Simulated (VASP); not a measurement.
# LiAlF4 (P4_2/mmc) in VASP: single point with PBE

Aim: the single point of LiAlF4 with PBE.

All numbers are computed with VASP 6.6.1; they aren't measurements. Logs are shortened: lines on timing, memory, paths and dates and some standing lists are left out, and cuts for length are marked.

## (1) The cell of the first run

Symmetry: P4_2/mmc, No. 131, tetragonal system. The conventional cell has a = 5.502 Å, b = 5.502 Å, c = 9.382 Å, α = 90.00°, β = 90.00°, γ = 90.00°. Li (site symmetry mmm) has 4 F at 1.93 Å within 2.6 Å. Al (site symmetry -4m2) has 4 F at 1.70 Å within 2.3 Å. Within 2.3 Å of F (site symmetry m) lie 1 Al at 1.70 Å and 1 Li at 1.93 Å.

The cell was generated, and may not be a known phase.

## (2) Single point, PBE

INCAR

```
SYSTEM = LiAlF4
ALGO = Normal
EDIFF = 1E-6
ENCUT = 1350
GGA = PE
GGA_COMPAT = .FALSE.
ISIF = 2
ISMEAR = 0
LASPH = .TRUE.
LCHARG = .FALSE.
LREAL = .FALSE.
LWAVE = .FALSE.
NBANDS = 46
NELM = 120
PREC = Accurate
SIGMA = 0.1
```

KPOINTS

```
k-points
0
G
  4 4 2
  0 0 0
```

POSCAR

```
LiAlF4
1.0
    5.5024022000      0.0000000000      0.0000000000
    0.0000000000      5.5024022000      0.0000000000
    0.0000000000      0.0000000000      9.3819364000
Li Al F
2 2 8
Direct
    0.0000000000      0.5000000000      0.0000000000
    0.5000000000      0.0000000000      0.5000000000
    0.0000000000      0.0000000000      0.2500000000
    0.0000000000      0.0000000000      0.7500000000
    0.0000000000      0.2518710000      0.1458650000
    0.0000000000      0.7481290000      0.1458650000
    0.0000000000      0.2518710000      0.8541350000
    0.0000000000      0.7481290000      0.8541350000
    0.2518710000      0.0000000000      0.3541350000
    0.7481290000      0.0000000000      0.3541350000
    0.2518710000      0.0000000000      0.6458650000
    0.7481290000      0.0000000000      0.6458650000
```

Potentials or basis: VASP PAW PBE potentials, release 64 (Li_sv, Al, F_h).

The run is started by

```
$ cat potpaw_PBE.64/Li_sv/POTCAR potpaw_PBE.64/Al/POTCAR potpaw_PBE.64/F_h/POTCAR > POTCAR
$ mpirun -np 1 vasp_std > vasp.out
```

OUTCAR:

```text
SYSTEM = LiAlF4
   EDIFF = 1E-6
   ENCUT = 1350
   GGA = PE
   ISIF = 2
   ISMEAR = 0
   LASPH = .TRUE.
   LREAL = .FALSE.
   NELM = 120
   PREC = Accurate

 ion  position               nearest neighbor table
   1  0.000  0.500  0.000-   5 1.93   6 1.93   7 1.93   8 1.93
   2  0.500  0.000  0.500-   9 1.93  10 1.93  11 1.93  12 1.93
   3  0.000  0.000  0.250-   5 1.70   6 1.70   9 1.70  10 1.70
   4  0.000  0.000  0.750-   7 1.70   8 1.70  11 1.70  12 1.70
   5  0.000  0.252  0.146-   3 1.70   1 1.93
   6  0.000  0.748  0.146-   3 1.70   1 1.93
   7  0.000  0.252  0.854-   4 1.70   1 1.93
   8  0.000  0.748  0.854-   4 1.70   1 1.93
   9  0.252  0.000  0.354-   3 1.70   2 1.93
  10  0.748  0.000  0.354-   3 1.70   2 1.93
  11  0.252  0.000  0.646-   4 1.70   2 1.93
  12  0.748  0.000  0.646-   4 1.70   2 1.93

  LATTYP: Found a simple tetragonal cell.
 ALAT       =     5.5024022000
 C/A-ratio  =     1.7050619091

  Lattice vectors:

 A1 = (   5.5024022000,   0.0000000000,   0.0000000000)
 A2 = (   0.0000000000,   5.5024022000,   0.0000000000)
 A3 = (   0.0000000000,   0.0000000000,   9.3819364000)

Analysis of symmetry for initial positions (statically):
=====================================================================
 Subroutine PRICEL returns:
 Original cell was already a primitive cell.

 Routine SETGRP: Setting up the symmetry group for a
 simple tetragonal supercell.

 Subroutine GETGRP returns: Found 16 space group operations
 (whereof  8 operations were pure point group operations)
 out of a pool of 16 trial point group operations.

The static configuration has the point symmetry D_2h.
 The point group associated with its full space group is D_4h.

Analysis of symmetry for dynamics (positions and initial velocities):
=====================================================================
 Subroutine PRICEL returns:
 Original cell was already a primitive cell.

 Routine SETGRP: Setting up the symmetry group for a
 simple tetragonal supercell.

 Subroutine GETGRP returns: Found 16 space group operations
 (whereof  8 operations were pure point group operations)
 out of a pool of 16 trial point group operations.

The dynamic configuration has the point symmetry D_2h.
 The point group associated with its full space group is D_4h.

 Subroutine INISYM returns: Found 16 space group operations
 (whereof  8 operations are pure point group operations),
 and found     1 'primitive' translations

----------------------------------------------------------------------------------------

                                     Primitive cell

  volume of cell :     284.0515

  direct lattice vectors                    reciprocal lattice vectors
     5.502402200  0.000000000  0.000000000     0.181738805  0.000000000  0.000000000
     0.000000000  5.502402200  0.000000000     0.000000000  0.181738805  0.000000000
     0.000000000  0.000000000  9.381936400     0.000000000  0.000000000  0.106587804

  length of vectors
     5.502402200  5.502402200  9.381936400     0.181738805  0.181738805  0.106587804

  position of ions in fractional coordinates (direct lattice)
     0.000000000  0.500000000  0.000000000
     0.500000000  0.000000000  0.500000000
     0.000000000  0.000000000  0.250000000
     0.000000000  0.000000000  0.750000000
     0.000000000  0.251871000  0.145865000
     0.000000000  0.748129000  0.145865000
     0.000000000  0.251871000  0.854135000
     0.000000000  0.748129000  0.854135000
     0.251871000  0.000000000  0.354135000
     0.748129000  0.000000000  0.354135000
     0.251871000  0.000000000  0.645865000
     0.748129000  0.000000000  0.645865000

  ion indices of the primitive-cell ions
   primitive index   ion index
                 1           1
                 2           2
                 3           3
                 4           4
                 5           5
                 6           6
                 7           7
                 8           8
                 9           9
                10          10
                11          11
                12          12

----------------------------------------------------------------------------------------

 KPOINTS: k-points

Automatic generation of k-mesh.
 Grid dimensions read from file:
 generate k-points for:    4    4    2

 Generating k-lattice:

  Cartesian coordinates                     Fractional coordinates (reciprocal lattice)
     0.045434701  0.000000000  0.000000000     0.250000000  0.000000000  0.000000000
     0.000000000  0.045434701  0.000000000     0.000000000  0.250000000  0.000000000
     0.000000000  0.000000000  0.053293902     0.000000000  0.000000000  0.500000000

  Length of vectors
     0.045434701  0.045434701  0.053293902

  Shift w.r.t. Gamma in fractional coordinates (k-lattice)
     0.000000000  0.000000000  0.000000000

 Subroutine IBZKPT returns following result:
 ===========================================

 Found     12 irreducible k-points:

 Following reciprocal coordinates:
            Coordinates               Weight
  0.000000  0.000000  0.000000      1.000000
  0.250000  0.000000  0.000000      4.000000
  0.500000  0.000000  0.000000      2.000000
  0.250000  0.250000  0.000000      4.000000
  0.500000  0.250000  0.000000      4.000000
  0.500000  0.500000  0.000000      1.000000
  0.000000  0.000000  0.500000      1.000000
  0.250000  0.000000  0.500000      4.000000
  0.500000  0.000000  0.500000      2.000000
  0.250000  0.250000  0.500000      4.000000
  0.500000  0.250000  0.500000      4.000000
  0.500000  0.500000  0.500000      1.000000
   k-points           NKPTS =     12   k-points in BZ     NKDIM =     12   number of bands    NBANDS=     46
   number of dos      NEDOS =    301   number of ions     NIONS =     12
   total plane-waves  NPLWV = 548800
   dimension x,y,z NGX =    70 NGY =   70 NGZ =  112
   dimension x,y,z NGXF=   140 NGYF=  140 NGZF=  224
   ions per type =               2   2   8
   NGX,Y,Z   is equivalent  to a cutoff of  21.15, 21.15, 19.85 a.u.
   NGXF,Y,Z  is equivalent  to a cutoff of  42.30, 42.30, 39.69 a.u.
 SYSTEM =  LiAlF4
   PREC   = accura    normal or accurate (medium, high low for compatibility)
   ISTART =      0    job   : 0-new  1-cont  2-samecut
   ICHARG =      2    charge: 1-file 2-atom 10-const
   ISPIN  =      1    spin polarized calculation?
   LNONCOLLINEAR =      F non collinear calculations
   LSORBIT =      F    spin-orbit coupling
   LASPH  =      T    aspherical Exc in radial PAW
   ENCUT  = 1350.0 eV  99.22 Ry    9.96 a.u.  16.48 16.48 28.11*2*pi/ulx,y,z
   NELM   =    120;   NELMIN=  2; NELMDL= -5     # of ELM steps
   EDIFF  = 0.1E-05   stopping-criterion for ELM
   LREAL  =      F    real-space projection
   EDIFFG = 0.1E-04   stopping-criterion for IOM
   NSW    =      0    number of steps for IOM
   IBRION =     -1    ionic relax: 0-MD 1-quasi-New 2-CG
   NFREE  =      0    steps in history (QN), initial steepest desc. (CG)
   ISIF   =      2    stress and relaxation
   ISYM   =      2    0-nonsym 1-usesym 2-fastsym
   POTIM  = 0.5000    time-step for ionic-motion
   TEBEG  =    0.0;   TEEND  =   0.0 temperature during run
   PSTRESS=    0.0 pullay stress
   NELECT =      68.0000    total number of electrons
   NUPDOWN=      -1.0000    fix difference up-down
   EMIN   =  10.00;   EMAX   =-10.00  energy-range for DOS
   EFERMI =   0.00;   METHOD = LEGACY
   ISMEAR =     0;   SIGMA  =   0.10  broadening in eV -4-tet -1-fermi 0-gaus
   EFERMI_NEDOS =   21; number of points for ismear=-14 and -15
   IALGO  =     38    algorithm
   IMIX   =      4    mixing-type and parameters
     AMIX     =   0.40;   BMIX     =  1.00
     AMIX_MAG =   1.60;   BMIX_MAG =  1.00
  volume/ion in A,a.u.               =      23.67       159.74
  Fermi-wavevector in a.u.,A,eV,Ry     =   1.016511  1.920927 14.058827  1.033295
  Thomas-Fermi vector in A             =   2.149859
   LORBIT       =      0    0 simple, 1 ext, 2 COOP (PROOUT), +10 PAW based schemes
   GGA     = PE    functional components
   LHFCALC =     F    Hartree Fock is set to
   AEXX    =    0.0000 exact exchange contribution
   IVDW    =     0    specifies the selected vdW correction
   LEPSILON=     F    determine dielectric tensor
   LRPA    =     F    only Hartree local field effects (RPA)
 non-spin polarized calculation
 Gauss-broadening in eV      SIGMA  =   0.10
  energy-cutoff  :     1350.00
  volume of cell :      284.05
 maximum number of plane-waves:     32037
 NGX is ok and might be reduce to    70
   NGX = 33   NGY = 33   NGZ = 57

 number of electron      68.0000003 magnetization

 Free energy of the ion-electron system (eV)
  ---------------------------------------------------
  ext. energy  EPLUGINS =         0.00000000
  ---------------------------------------------------
  free energy    TOTEN  =       -65.19061541 eV

  energy without entropy =      -65.19061541  energy(sigma->0) =      -65.19061541

 E-fermi :  -4.6143     XC(G=0):  -5.6472

 val. band max:       -5.1401749862   @ k =   0.5000   0.0000   0.0000
 cond. band min:       1.5167298208   @ k =   0.0000   0.0000   0.0000
 fundamental gap:      6.6569048070
 Fermi energy:        -4.6142791225

 k-point     1 :       0.0000    0.0000    0.0000
  band No.  band energies     occupation
      1     -46.1460      2.00000
      2     -46.1460      2.00000
      3     -25.4666      2.00000
      4     -25.3830      2.00000
      5     -25.0817      2.00000
      6     -24.9988      2.00000
[... 38 lines left out ...]
     45       7.4648      0.00000
     46       7.6798      0.00000

 k-point     2 :       0.2500    0.0000    0.0000
  band No.  band energies     occupation
      1     -46.1460      2.00000
      2     -46.1460      2.00000
      3     -25.4509      2.00000
      4     -25.3619      2.00000
      5     -25.0804      2.00000
      6     -25.0180      2.00000
[... 38 lines left out ...]
     45       7.6119      0.00000
     46       7.7903      0.00000

 k-point     3 :       0.5000    0.0000    0.0000
  band No.  band energies     occupation
      1     -46.1460      2.00000
      2     -46.1460      2.00000
      3     -25.4338      2.00000
      4     -25.3382      2.00000
      5     -25.0776      2.00000
      6     -25.0401      2.00000
[... 38 lines left out ...]
     45       7.8267      0.00000
     46       7.9230      0.00000

 k-point     4 :       0.2500    0.2500    0.0000
  band No.  band energies     occupation
      1     -46.1460      2.00000
      2     -46.1460      2.00000
      3     -25.4339      2.00000
      4     -25.3384      2.00000
      5     -25.0797      2.00000
      6     -25.0346      2.00000
[... 332 lines left out ...]
     45       7.5283      0.00000
     46       7.5283      0.00000

 k-point    11 :       0.5000    0.2500    0.5000
  band No.  band energies     occupation
      1     -46.1460      2.00000
      2     -46.1460      2.00000
      3     -25.3727      2.00000
      4     -25.3683      2.00000
      5     -25.0775      2.00000
      6     -25.0403      2.00000
[... 38 lines left out ...]
     45       6.8359      0.00000
     46       7.1102      0.00000

 k-point    12 :       0.5000    0.5000    0.5000
  band No.  band energies     occupation
      1     -46.1460      2.00000
      2     -46.1460      2.00000
      3     -25.3455      2.00000
      4     -25.3455      2.00000
      5     -25.0775      2.00000
      6     -25.0775      2.00000
[... 38 lines left out ...]
     45       7.2124      0.00000
     46       7.2124      0.00000

------------------------ aborting loop because EDIFF is reached ----------------------------------------

  FORCE on cell =-STRESS in cart. coord.  units (eV):
  Direction    XX          YY          ZZ          XY          YZ          ZX
  --------------------------------------------------------------------------------------
  -------------------------------------------------------------------------------------
  Total       -0.3146042     -0.3146042     -0.3917015     -0.0000000      0.0000000      0.0000000
  in kB       -1.7745077     -1.7745077     -2.2093712     -0.0000000      0.0000000      0.0000000
  external PRESSURE =      -1.9194622 kB  Pullay stress =       0.0000000 kB

 VOLUME and BASIS-vectors are now :
 -----------------------------------------------------------------------------
  energy-cutoff  :     1350.00
  volume of cell :      284.05
      direct lattice vectors                 reciprocal lattice vectors
     5.502402200  0.000000000  0.000000000     0.181738805  0.000000000  0.000000000
     0.000000000  5.502402200  0.000000000     0.000000000  0.181738805  0.000000000
     0.000000000  0.000000000  9.381936400     0.000000000  0.000000000  0.106587804

 POSITION                                       TOTAL-FORCE (eV/Angst)
 -----------------------------------------------------------------------------------
      0.00000      2.75120      0.00000         0.000000      0.000000      0.000000
      2.75120      0.00000      4.69097         0.000000      0.000000      0.000000
      0.00000      0.00000      2.34548         0.000000      0.000000      0.000000
      0.00000      0.00000      7.03645         0.000000      0.000000      0.000000
      0.00000      1.38590      1.36850         0.000000      0.028227     -0.021006
      0.00000      4.11651      1.36850         0.000000     -0.028227     -0.021006
      0.00000      1.38590      8.01344         0.000000      0.028227      0.021006
      0.00000      4.11651      8.01344         0.000000     -0.028227      0.021006
      1.38590      0.00000      3.32247         0.028227      0.000000      0.021006
      4.11651      0.00000      3.32247        -0.028227      0.000000      0.021006
      1.38590      0.00000      6.05946         0.028227      0.000000     -0.021006
      4.11651      0.00000      6.05946        -0.028227      0.000000     -0.021006
 -----------------------------------------------------------------------------------
    total drift:                               -0.000000      0.000000     -0.000000

  FREE ENERGIE OF THE ION-ELECTRON SYSTEM (eV)
  ---------------------------------------------------
  free  energy   TOTEN  =       -65.1906154116 eV

  energy  without entropy=      -65.1906154116  energy(sigma->0) =      -65.19061541
```

It took 14 min on 1 thread of Intel Xeon Platinum 8259CL at 2.50GHz (Skylake/Cascade Lake), shared host; peak memory 1.3 GiB.

What came out:

```yaml
Free_energy: -65.1906 eV
Pressure: -0.2 GPa
Largest_force: 0.035 eV/Å
Band_gap_on_the_k_mesh: 6.66 eV (least direct gap 6.67 eV)
```

Forces in eV/Å, atoms in the order of the input:
```
Li   0.000  0.000  0.000
Li   0.000  0.000  0.000
Al   0.000  0.000  0.000
Al   0.000  0.000  0.000
F    0.000  0.028 -0.021
F    0.000 -0.028 -0.021
F    0.000  0.028  0.021
F    0.000 -0.028  0.021
F    0.028  0.000  0.021
F   -0.028  0.000  0.021
F    0.028  0.000 -0.021
F   -0.028  0.000 -0.021
```

A k mesh can miss the band edges.
